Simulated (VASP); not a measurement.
## NaAl3: single point with r2SCAN

NaAl3:

```xyz
4
Lattice="-2.1877 2.1877 3.9802 2.1877 -2.1877 3.9802 2.1877 2.1877 -3.9802" Properties=species:S:1:pos:R:3 pbc="T T T"
Na    0.0000    0.0000    0.0000
Al    0.0000    2.1877    1.9901
Al    2.1877    0.0000    1.9901
Al    0.0000    0.0000    3.9802
```

- Program: VASP 6.6.1
- Task: single point
- Functional: r2SCAN
- Potentials or basis: VASP PAW PBE potentials, release 64 (Na_pv, Al)
- Cutoff: 550 eV
- k mesh: 2 × 2 × 2
- Occupations: gaussian, width 0.1 eV
- Spin: no spin polarisation

| Item | Value |
| --- | --- |
| Pressure | -1.6 GPa |
| Band gap on the k mesh | zero (bands 8 and 9 overlap by 1.22 eV) |

Stress tensor (GPa, compression positive):
```
-5.48  0.00  0.00
 0.00 -5.48  0.00
 0.00  0.00  6.05
```

Levels at points of the mesh, in eV from the Fermi level:
```csv
k point,band 6,band 7,band 8,band 9,band 10,band 11
"(0.00, 0.00, 0.00)",-0.29,-0.29,0.61,0.70,0.90,1.16
"(0.50, 0.00, 0.00)",-1.90,-1.86,-0.05,1.16,1.62,2.95
"(0.50, 0.50, 0.00)",-3.82,-3.24,-2.60,-0.61,2.75,4.39
"(0.50, 0.50, 0.50)",-1.82,-1.82,-1.59,1.09,6.11,6.56
```

It took 26 s on 1 thread of Intel(R) Xeon(R) Platinum 8375C CPU @ 2.90GHz (Ice Lake), with other jobs on the host, peak memory 0.24 GiB.

Caveat: the k points lie up to 0.82 Å⁻¹ apart, too coarse for converged energies and pressures of a metal; the PAW data sets were made with another functional, which shifts forces and pressure a little.
